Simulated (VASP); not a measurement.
Crystal: Ag2Sb3.

```
Ag Sb
1.0
     4.46542    0.00000    0.00000
    -2.23271    3.86716    0.00000
     0.00000    0.00000    6.94746
Ag Sb
2 3
Direct
  0.33333 0.66667 0.24500
  0.66667 0.33333 0.75500
  0.00000 0.00000 0.00000
  0.33333 0.66667 0.64500
  0.66667 0.33333 0.35500
```

| Item | Value |
| --- | --- |
| Program | VASP 6.6.1 |
| Task | relaxation of cell and atoms |
| Functional | PBE |
| Potentials or basis | VASP PAW PBE potentials, release 64 (Ag, Sb) |
| Cutoff | 500 eV |
| k mesh | 6 × 6 × 4 |
| Occupations | gaussian, width 0.1 eV |
| Spin | no spin polarisation |

At the start: pressure 8.0 GPa; volume 23.99 Å³/atom.

Problem. How do energy, volume and symmetry change on relaxing?

Solution. Over 23 steps the energy falls by 107.6 meV/atom and the volume is 25.74 Å³/atom (+7.3 %); space group P-3m1 (No. 164, to 0.1 Å) before and after.

Step by step:
```
step  energy change (eV)  largest force (eV/Å)  pressure (GPa)  volume (Å³)
   1              0.0000                1.2153            7.99       119.97
   2             -0.2590                0.3016           -3.84       141.96
   3             -0.3578                0.5564           -0.68       133.53
   4             -0.3577                0.5669           -0.51       133.25
   5             -0.4018                0.5058           -0.37       132.36
   6             -0.4890                0.3275            0.23       129.64
   7             -0.4745                0.0088            2.55       123.95
   8             -0.5063                0.1427            1.31       126.50
   9             -0.5058                0.0557           -1.25       131.36
  10             -0.5183                0.0410           -0.01       128.84
  11             -0.5211                0.0617            0.04       128.76
  12             -0.5246                0.1382            0.20       128.53
  13             -0.5266                0.1365           -0.01       128.95
  14             -0.5282                0.1294           -0.33       129.61
  15             -0.5300                0.1187           -0.26       129.47
  16             -0.5338                0.0811           -0.07       129.06
  17             -0.5352                0.0663            0.34       128.24
  18             -0.5356                0.0544            0.22       128.48
  19             -0.5365                0.0547           -0.02       128.94
  20             -0.5365                0.0549           -0.08       129.05
  21             -0.5370                0.0513           -0.03       128.92
  22             -0.5376                0.0408            0.14       128.51
  23             -0.5380                0.0301            0.04       128.68
```

Final structure:
```
Ag Sb
1.0
     4.64900    0.00000    0.00000
    -2.32450    4.02615    0.00000
     0.00000    0.00000    6.87497
Ag Sb
2 3
Direct
  0.33333 0.66667 0.20057
  0.66667 0.33333 0.79943
  0.00000 0.00000 0.00000
  0.33333 0.66667 0.64268
  0.66667 0.33333 0.35732
```

Caveat: an odd number of electrons without spin polarisation forces a metal; a magnetic or distorted state may lie lower.
